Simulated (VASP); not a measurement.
## W: single point with PBE

The system is W.

```xyz
1
Lattice="2.7428 0.0000 0.0000 -1.3714 2.3753 0.0000 0.0000 0.0000 2.5528" Properties=species:S:1:pos:R:3 pbc="T T T"
W     0.0000    0.0000    0.0000
```

This isn't the form of W at room conditions, which is bcc.

```
Program                : VASP 6.6.1
Task                   : single point
Functional             : PBE
Potentials or basis    : VASP PAW PBE potentials, release 64 (W_sv)
Cutoff                 : 520 eV
k mesh                 : 18 × 18 × 16
Occupations            : fermi-dirac, width 0.08 eV
Spin                   : no spin polarisation
Dipole correction      : no
Further INCAR settings : ALGO = Normal; EDIFF = 1e-06; NBANDS = 13
```

```json
{
  "Pressure": "14.1 GPa",
  "Band gap on the k mesh": "zero (bands 7 and 8 overlap by 1.89 eV)"
}
```

Stress tensor (GPa, compression positive):
```
13.82  0.00  0.00
 0.00 13.82  0.00
 0.00  0.00 14.50
```

Levels at points of the mesh, in eV from the Fermi level:
| k point | band 5 | band 6 | band 7 | band 8 | band 9 | band 10 |
| --- | --- | --- | --- | --- | --- | --- |
| (0.00, 0.00, 0.00) | -9.19 | -4.74 | -0.86 | -0.86 | 5.30 | 5.30 |
| (0.50, 0.00, 0.00) | -5.94 | -3.83 | 0.09 | 1.39 | 4.45 | 5.60 |
| (0.00, 0.00, 0.50) | -5.48 | -0.86 | 0.14 | 0.14 | 1.13 | 1.13 |
| (0.50, 0.00, 0.50) | -5.89 | -3.96 | -0.40 | 5.63 | 6.07 | 6.35 |

Run time: 91 s on 1 thread of AMD EPYC 7R13, with other jobs on the host, peak memory 0.15 GiB.

Caveat: the cell stands under pressure; spin-orbit coupling is left out, which moves the levels of the heavy elements.
